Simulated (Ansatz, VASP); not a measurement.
# One calculation of BN, two programs

```
B N
1.0
     0.00000    1.79407    1.79407
     1.79407    0.00000    1.79407
     1.79407    1.79407    0.00000
B N
1 1
Direct
  0.00000 0.00000 0.00000
  0.75000 0.75000 0.75000
```

Alike in both runs: task single point; functional PBEsol; k mesh 12 × 12 × 12; occupations gaussian, width 0.02 eV; no spin polarisation.

```csv
,VASP,Ansatz
version,VASP 6.6.1,Ansatz 0.2.0
potentials or method,"VASP PAW PBE potentials, release 64 (B, N), cutoff 520 eV","scalar-relativistic, plane waves, PAW"
valence electrons in the cell,8,8
```

|  | VASP | Ansatz | Ansatz less VASP |
| --- | --- | --- | --- |
| gap on the k mesh at the Fermi level (eV) | 4.30 | 4.31 | +0.010 |
| least direct gap on the mesh (eV) | 8.87 | 8.87 | +0.007 |
| pressure (GPa) | 6.5 | 5.8 | -0.69 |

VASP's potentials were made for PBE, not for PBEsol.
